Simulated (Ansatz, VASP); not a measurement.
**Two plane-wave programs on ZnSe**

```
Zn Se
1.0
     0.00000    2.86592    2.86592
     2.86592    0.00000    2.86592
     2.86592    2.86592    0.00000
Zn Se
1 1
Cartesian
  0.0000 0.0000 0.0000
  1.4330 1.4330 1.4330
```

Alike in both runs: task single point; functional PBE; k mesh 8 × 8 × 8; occupations gaussian, width 0.02 eV; no spin polarisation.

|  | VASP | Ansatz |
| --- | --- | --- |
| version | VASP 6.6.1 | Ansatz 0.2.0 |
| potentials or method | VASP PAW PBE potentials, release 64 (Zn, Se), cutoff 500 eV | scalar-relativistic, plane waves, PAW |
| valence electrons in the cell | 18 | 28 |

|  | VASP | Ansatz | Ansatz less VASP |
| --- | --- | --- | --- |
| gap on the k mesh at the Fermi level (eV) | 1.16 | 1.15 | -0.001 |
| pressure (GPa) | 0.2 | 0.0 | -0.20 |

The functional is the same, so the differences come from potentials, cutoffs and numerics. VASP's potentials hold 18 valence electrons a cell and Ansatz's 28, so a difference there can come from the potentials and not from the codes.
